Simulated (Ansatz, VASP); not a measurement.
TaN in VASP and in Ansatz

File INCAR:

```
PREC     = Accurate       # precision mode
ENCUT    = 520            # plane-wave cutoff, eV
EDIFF    = 1E-6           # SCF threshold, eV
ISMEAR   = 0              # smearing method
SIGMA    = 0.15           # smearing width, eV
LREAL    = F              # projectors in reciprocal space
LASPH    = T              # aspherical terms in the spheres
NELM     = 80             # most SCF steps
ALGO     = Normal         # electronic algorithm
ISIF     = 2              # what is computed and relaxed
LWAVE    = F              # write WAVECAR
LCHARG   = F              # write CHGCAR
GGA      = PE             # functional
NBANDS   = 24             # bands
```

Contents of KPOINTS:

```
Automatic mesh
0
Gamma
  15 15 8
```

Contents of POSCAR:

```
TaN
1.0
    2.9947808983      0.0000000000      0.0000000000
   -1.4973904492      2.5935563367      0.0000000000
    0.0000000000      0.0000000000      5.9142266377
Ta N
2 2
Direct
   -0.0342829754      0.0000000000      0.0000000000
    0.0342829754      0.0000000000      0.5000000000
    0.3333333333      0.6666666667      0.2500000000
    0.6666666667      0.3333333333      0.7500000000
```

Input for Ansatz:

```yaml
crystal:
  lattice:
    - [2.9947808983, 0.0, 0.0]
    - [-1.4973904492, 2.5935563367, 0.0]
    - [0.0, 0.0, 5.9142266377]
  atoms:
    - { symbol: Ta, position: [-0.0342829754, 0.0, 0.0] }
    - { symbol: Ta, position: [0.0342829754, 0.0, 0.5] }
    - { symbol: "N", position: [0.3333333333, 0.6666666667, 0.25] }
    - { symbol: "N", position: [0.6666666667, 0.3333333333, 0.75] }
basis:
  ecutwfc: 520.0
kpoints:
  mp_grid: { grid: [15, 15, 8] }
hamiltonian:
  xc: pbe
  pseudopotentials: { kind: paw, azcp: { folder: soft_1 } }
scf:
  occupations: { method: gaussian, width: 0.15 }
output:
  forces: true
  stress: true
  eigenvalues: true
```

Change from the starting cell: mode 4 frozen in at -0.100 Å, equal normal strain along x and y +0.0267.

Alike in both runs: task single point; functional PBE; k mesh 15 × 15 × 8; occupations gaussian, width 0.15 eV; no spin polarisation.

```csv
,VASP,Ansatz
version,VASP 6.6.1,Ansatz 0.2.0
potentials or method,"VASP PAW PBE potentials, release 64 (Ta_pv, N), cutoff 520 eV","scalar-relativistic, plane waves, PAW"
valence electrons in the cell,32,36
```

Ansatz gave:

- gap on the k mesh at the Fermi level (eV): none
- pressure (GPa): -13.2
- traceless stress, the component that is largest in VASP (GPa): 8.14
- rms of the force components (eV/Å): 0.457

Question: Estimate VASP's values.

Answer: gap on the k mesh at the Fermi level (eV): none; pressure (GPa): -12.6; traceless stress, the component that is largest in VASP (GPa): 8.21; rms of the force components (eV/Å): 0.459.

Atom by atom the forces differ by 0.002 eV/Å (rms over components). A gap of «none» marks a metal or a gap that the smearing closes. The functional is the same, so the differences come from potentials, cutoffs and numerics. VASP's potentials hold 32 valence electrons a cell and Ansatz's 36, so a difference there can come from the potentials and not from the codes.

Neither program's run includes spin-orbit coupling.
